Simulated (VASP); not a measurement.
Here is a VASP 6.6.1 calculation.

INCAR

```
ALGO = Normal
EDIFF = 1E-6
ENCUT = 700
GGA_COMPAT = False
ISIF = 2
ISMEAR = 0
LASPH = True
LCHARG = False
LMAXMIX = 4
LORBIT = 11
LORBMOM = True
LREAL = False
LSORBIT = True
LWAVE = False
MAGMOM = 0 0 0 0 0 0
NBANDS = 30
NELM = 200
PREC = Accurate
SIGMA = 0.05
```

KPOINTS

```
k-points
0
Gamma
  8 8 8
```

Contents of POSCAR:

```
TaN
1.0
    0.0000000000      2.2147289931      2.2147289931
    2.2147289931      0.0000000000      2.2147289931
    2.2147289931      2.2147289931      0.0000000000
Ta N
1 1
Direct
    0.5000000000      0.5000000000      0.5000000000
    0.0000000000      0.0000000000      0.0000000000
```

Potentials or basis: VASP PAW LDA potentials, release 64 (Ta_sv_GW, N).

Command:

```bash
$ cat potpaw_LDA.64/Ta_sv_GW/POTCAR potpaw_LDA.64/N/POTCAR > POTCAR
$ mpirun -np 1 vasp_ncl > vasp.out
```

(1) Predict the net moment.

(2) Estimate the pressure.

## Answers

(1) 0.00 μB per cell.

(2) -17.1 GPa.

Caveat: the cell stands under tension.
